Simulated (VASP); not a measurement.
Set up this calculation in VASP 6.6.1, as the native input.

- Task: single point
- Functional: PBE
- Potentials or basis: VASP PAW PBE potentials, release 64 (K_sv, I)
- Cutoff: 500 eV
- k mesh: 6 × 6 × 6
- Occupations: fermi-dirac, width 0.02 eV
- Spin: no spin polarisation
- Dipole correction: no
- Further INCAR settings: ALGO = Normal; EDIFF = 1e-06; NBANDS = 15

The structure of KI lies in POSCAR:

```
KI
1.0
    0.0000000000      3.4532122741      3.4532122741
    3.4532122741      0.0000000000      3.4532122741
    3.4532122741      3.4532122741      0.0000000000
K I
1 1
Direct
    0.0000000000      0.0000000000      0.0000000000
    0.5000000000      0.5000000000      0.5000000000
```

These files were run (other wordings do the same):

INCAR

```
SYSTEM = KI
ALGO = Normal
EDIFF = 1E-6
ENCUT = 500
GGA = PE
GGA_COMPAT = .FALSE.
ISIF = 2
ISMEAR = -1
LASPH = .TRUE.
LCHARG = .FALSE.
LREAL = .FALSE.
LWAVE = .FALSE.
NBANDS = 15
NELM = 120
PREC = Accurate
SIGMA = 0.02
```

KPOINTS

```
k-points
0
G
  6 6 6
  0 0 0
```

Potentials or basis: VASP PAW PBE potentials, release 64 (K_sv, I).

Launch:

```console
$ cat potpaw_PBE.64/K_sv/POTCAR potpaw_PBE.64/I/POTCAR > POTCAR
$ mpirun -np 1 vasp_std > vasp.out
```

It gave:

```yaml
Pressure: 1.7 GPa
Band_gap_on_the_k_mesh: 4.13 eV
```

Caveat: spin-orbit coupling is left out, which moves the levels of the heavy elements.

Run time: 23 s on 1 thread of Intel(R) Xeon(R) Platinum 8488C (Sapphire Rapids) (shared host), peak memory 0.21 GiB.
